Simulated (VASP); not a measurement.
# Si3Ge2 (P6_3/mmc) in VASP: further runs, part 2 of 2

VASP 6.6.1.

## Step 3: Single point, PBE

This run uses another cell than the first one, of the same volume but with other edges.

INCAR

```
SYSTEM = Si3Ge2
PREC = Accurate ; ENCUT = 520
EDIFF = 1E-6 ; ISMEAR = 0
SIGMA = 0.1 ; LREAL = .False.
LASPH = .True. ; NELM = 80
ALGO = Normal ; ISIF = 2
LWAVE = .False. ; LCHARG = .False.
GGA = PE ; NBANDS = 51
```

KPOINTS

```
regular mesh
0
Gamma
  6 6 1
  0 0 0
```

POSCAR

```
Si3Ge2
1.0
    2.9710785336      0.0000000000      0.0000000000
   -1.4855392668      2.5730294867      0.0000000000
    0.0000000000      0.0000000000     21.9966874944
Si Ge
6 4
Direct
    0.3333333333      0.6666666667      0.6629395311
    0.3333333333      0.6666666667      0.8370604689
    0.3333333333      0.6666666667      0.2500000000
    0.6666666667      0.3333333333      0.7500000000
    0.6666666667      0.3333333333      0.1629395311
    0.6666666667      0.3333333333      0.3370604689
    0.3333333333      0.6666666667      0.0623029152
    0.3333333333      0.6666666667      0.4376970848
    0.6666666667      0.3333333333      0.9376970848
    0.6666666667      0.3333333333      0.5623029152
```

Potentials or basis: VASP PAW PBE potentials, release 64 (Si, Ge_d).

Command:

```
cat potpaw_PBE.64/Si/POTCAR potpaw_PBE.64/Ge_d/POTCAR > POTCAR
mpirun -np 1 vasp_std > vasp.out
```

It took 92 s on 1 thread of Intel Xeon Platinum 8488C (Sapphire Rapids), shared host; peak memory 0.3 GiB.

The run converged. Its results:

| Item | Value |
| --- | --- |
| Free energy | -45.9135 eV |
| Pressure | -0.1 GPa |
| Largest force | 0.010 eV/Å |
| Band gap on the k mesh | zero (bands 40 and 41 overlap by 7.25 eV) |

Forces in eV/Å, atoms in the order of the input:
```
Si   0.000  0.000 -0.010
Si   0.000  0.000  0.010
Si   0.000  0.000  0.000
Si   0.000  0.000  0.000
Si   0.000  0.000 -0.010
Si   0.000  0.000  0.010
Ge   0.000  0.000  0.003
Ge   0.000  0.000 -0.003
Ge   0.000  0.000 -0.003
Ge   0.000  0.000  0.003
```

Levels at points of the mesh, in eV from the Fermi level:
| k point | band 35 | band 36 | band 37 | band 38 | band 39 | band 40 | band 41 | band 42 | band 43 | band 44 |
| --- | --- | --- | --- | --- | --- | --- | --- | --- | --- | --- |
| (0.00, 0.00, 0.00) | 1.45 | 4.90 | 4.96 | 4.96 | 4.97 | 4.97 | 5.87 | 6.35 | 6.35 | 6.46 |
| (0.50, 0.00, 0.00) | -4.01 | -3.18 | -2.90 | -1.69 | -1.04 | -0.97 | -0.33 | 0.90 | 1.16 | 1.18 |

Caveat: the k points lie up to 0.41 Å⁻¹ apart, too coarse for converged energies and pressures of a metal.

## Step 4: Relaxation of cell and atoms, PBE

INCAR

```
ALGO = Normal ; EDIFF = 1E-7
EDIFFG = -0.04 ; ENCUT = 600
GGA = PE ; IBRION = 2
ISIF = 3 ; ISMEAR = 0
LASPH = T ; LCHARG = F
LREAL = F ; LWAVE = F
NELM = 60 ; NSW = 90
PREC = Accurate ; SIGMA = 0.1
```

KPOINTS

```
k-points
0
Gamma
  6 6 1
```

POSCAR

```
Si3Ge2
1.0
    2.8926279200      0.0000000000      0.0000000000
   -1.4463139600      2.5050892600      0.0000000000
    0.0000000000      0.0000000000     23.2275622700
Si Ge
6 4
Direct
    0.3333333300      0.6666666700      0.6500000000
    0.3333333300      0.6666666700      0.8500000000
    0.3333333300      0.6666666700      0.2500000000
    0.6666666700      0.3333333300      0.7500000000
    0.6666666700      0.3333333300      0.1500000000
    0.6666666700      0.3333333300      0.3500000000
    0.3333333300      0.6666666700      0.0500000000
    0.3333333300      0.6666666700      0.4500000000
    0.6666666700      0.3333333300      0.9500000000
    0.6666666700      0.3333333300      0.5500000000
```

Command:

```
cat potpaw_PBE.64/Si/POTCAR potpaw_PBE.64/Ge_d/POTCAR > POTCAR
mpirun -np 1 vasp_std > vasp.out
```

It took 18 min on 1 thread of Intel Xeon Platinum 8488C (Sapphire Rapids), shared host; peak memory 0.35 GiB.

It converged, with:

| Quantity | Value |
| --- | --- |
| Free energy | -45.9140 eV |
| Relaxed volume | 16.82 Å³/atom |
| Relaxed cell | a = 2.972 Å, b = 2.972 Å, c = 21.990 Å, α = 90.00°, β = 90.00°, γ = 120.00° |
| Space group after relaxing (to 0.1 Å) | P6_3/mmc (No. 194) |
| Energy gained by relaxing | 90.9 meV/atom |
| Ionic steps | 17 |
| Pressure after relaxing | 0.0 GPa |
| Largest force after relaxing | 0.038 eV/Å |
| Band gap on the k mesh | zero (bands 40 and 41 overlap by 7.23 eV) |

Forces on the atoms (eV/Å):
```
Si   0.000  0.000 -0.038
Si   0.000  0.000  0.038
Si   0.000  0.000  0.000
Si   0.000  0.000  0.000
Si   0.000  0.000 -0.038
Si   0.000  0.000  0.038
Ge   0.000  0.000  0.019
Ge   0.000  0.000 -0.019
Ge   0.000  0.000 -0.019
Ge   0.000  0.000  0.019
```

Stress tensor (GPa, compression positive):
```
-0.06  0.00  0.00
 0.00 -0.06  0.00
 0.00  0.00  0.05
```

The path:
```
step  energy change (eV)  largest force (eV/Å)  pressure (GPa)  volume (Å³)
   1              0.0000                0.5009           -1.54       168.31
   2             -0.3617                0.5408            0.30       164.14
   3             -0.3721                0.5319           -0.07       164.67
   4             -0.4735                0.4720            0.19       163.85
   5             -0.6253                0.2544            1.63       161.52
   6             -0.6471                0.2757            2.18       160.70
   7             -0.6977                0.2982            3.53       159.06
   8             -0.5295                0.5696            8.06       155.82
   9             -0.7066                0.2103            4.14       158.57
  10             -0.7633                0.1056            3.92       159.54
  11             -0.8467                0.2546            3.13       162.47
  12             -0.8779                0.1861            2.10       164.15
  13             -0.9056                0.0519           -0.29       168.51
  14             -0.9060                0.0461           -0.02       168.01
  15             -0.9079                0.0456           -0.03       168.09
  16             -0.9089                0.0472           -0.05       168.19
  17             -0.9092                0.0377           -0.02       168.15
```

Final structure:
```cif
data_structure
_symmetry_space_group_name_H-M 'P 1'
_symmetry_Int_Tables_number 1
_cell_length_a 2.9715
_cell_length_b 2.9715
_cell_length_c 21.9897
_cell_angle_alpha 90.000
_cell_angle_beta 90.000
_cell_angle_gamma 120.000
_cell_volume 168.15
loop_
_atom_site_label
_atom_site_type_symbol
_atom_site_fract_x
_atom_site_fract_y
_atom_site_fract_z
_atom_site_occupancy
Si1 Si 0.33333 0.66667 0.66307 1
Si2 Si 0.33333 0.66667 0.83693 1
Si3 Si 0.33333 0.66667 0.25000 1
Si4 Si 0.66667 0.33333 0.75000 1
Si5 Si 0.66667 0.33333 0.16307 1
Si6 Si 0.66667 0.33333 0.33693 1
Ge1 Ge 0.33333 0.66667 0.06219 1
Ge2 Ge 0.33333 0.66667 0.43781 1
Ge3 Ge 0.66667 0.33333 0.93781 1
Ge4 Ge 0.66667 0.33333 0.56219 1
```

Levels at points of the mesh, in eV from the Fermi level:
| k point | band 35 | band 36 | band 37 | band 38 | band 39 | band 40 | band 41 | band 42 | band 43 | band 44 |
| --- | --- | --- | --- | --- | --- | --- | --- | --- | --- | --- |
| (0.00, 0.00, 0.00) | 1.44 | 4.91 | 4.95 | 4.95 | 4.96 | 4.96 | 5.87 | 6.35 | 6.35 | 6.46 |
| (0.50, 0.00, 0.00) | -4.02 | -3.18 | -2.90 | -1.69 | -1.04 | -0.97 | -0.33 | 0.91 | 1.15 | 1.17 |

Caveat: the k points lie up to 0.41 Å⁻¹ apart in the final cell, too coarse for converged energies and pressures of a metal.

## Step 5: Single point, PBE

This run uses another cell than the first one, of 16.87 Å³/atom.

INCAR

```
SYSTEM = Si3Ge2
PREC = Accurate ; ENCUT = 520
EDIFF = 1E-6 ; ISMEAR = 0
SIGMA = 0.1 ; LREAL = .FALSE.
LASPH = .TRUE. ; NELM = 80
ALGO = Normal ; ISIF = 2
LWAVE = .FALSE. ; LCHARG = .FALSE.
GGA = PE ; NBANDS = 51
```

KPOINTS

```
Automatic mesh
0
G
  12 12 2
  0 0 0
```

POSCAR

```
Si3Ge2
1.0
    3.0295140870      0.0000000000      0.0000000000
   -1.5147570435      2.6236361605      0.0000000000
    0.0000000000      0.0000000000     21.2252215448
Si Ge
6 4
Direct
    0.3333333333      0.6666666667      0.6618953997
    0.3333333333      0.6666666667      0.8381046003
    0.3333333333      0.6666666667      0.2500000000
    0.6666666667      0.3333333333      0.7500000000
    0.6666666667      0.3333333333      0.1618953997
    0.6666666667      0.3333333333      0.3381046003
    0.3333333333      0.6666666667      0.0600976049
    0.3333333333      0.6666666667      0.4399023951
    0.6666666667      0.3333333333      0.9399023951
    0.6666666667      0.3333333333      0.5600976049
```

Command:

```
cat potpaw_PBE.64/Si/POTCAR potpaw_PBE.64/Ge_d/POTCAR > POTCAR
mpirun -np 1 vasp_std > vasp.out
```

Wall time 6.4 min (1 thread of Intel Xeon Platinum 8488C (Sapphire Rapids), shared host); peak memory 0.42 GiB.

It converged, with:

```
Free energy            : -45.7177 eV
Pressure               : 0.0 GPa
Largest force          : 0.005 eV/Å
Band gap on the k mesh : zero (bands 40 and 41 overlap by 8.19 eV)
```

Forces in eV/Å, atoms in the order of the input:
```
Si   0.000  0.000  0.005
Si   0.000  0.000 -0.005
Si   0.000  0.000  0.000
Si   0.000  0.000  0.000
Si   0.000  0.000  0.005
Si   0.000  0.000 -0.005
Ge   0.000  0.000  0.001
Ge   0.000  0.000 -0.001
Ge   0.000  0.000 -0.001
Ge   0.000  0.000  0.001
```

Levels at points of the mesh, in eV from the Fermi level:
```csv
k point,band 37,band 38,band 39,band 40,band 41,band 42,band 43,band 44
"(0.00, 0.00, 0.00)",4.23,4.25,4.25,5.59,5.59,5.75,5.75,6.07
"(0.50, 0.00, 0.00)",-2.92,-1.62,-0.99,-0.68,0.16,0.65,0.68,1.05
"(0.00, 0.00, 0.50)",4.24,4.24,4.28,4.28,5.66,5.66,5.66,5.66
"(0.50, 0.00, 0.50)",-2.20,-2.20,-0.81,-0.81,0.61,0.61,0.66,0.66
```

## Step 6: Overview

| task | cell | k mesh | cutoff (eV) | gap on the mesh (eV) | pressure (GPa) | largest force (eV/Å) |
| --- | --- | --- | --- | --- | --- | --- |
| single point | a = 2.893, b = 2.893, c = 23.228 Å, angles 90.0, 90.0, 120.0°, 10 atoms, atomic positions A | 6 × 6 × 1 | 520 | none | -1.6 | 0.50 |
| single point | a = 2.971, b = 2.971, c = 21.997 Å, angles 90.0, 90.0, 120.0°, 10 atoms, atomic positions B | 6 × 6 × 1 | 520 | none | -0.1 | 0.01 |
| relaxation of cell and atoms | relaxed from a = 2.893, b = 2.893, c = 23.228 Å, angles 90.0, 90.0, 120.0°, 10 atoms, atomic positions A | 6 × 6 × 1 | 600 | none | 0.0 | 0.04 |
| single point | a = 3.030, b = 3.030, c = 21.225 Å, angles 90.0, 90.0, 120.0°, 10 atoms, atomic positions C | 12 × 12 × 2 | 520 | none | 0.0 | - |

Alike in all rows: level PBE; potentials or basis VASP PAW PBE potentials, release 64 (Si, Ge_d); no spin polarisation; smearing gaussian 0.1 eV.

Caveats: some runs use coarse meshes.

Total energies depend on the potentials used, so only differences within one code and one set of settings carry meaning.
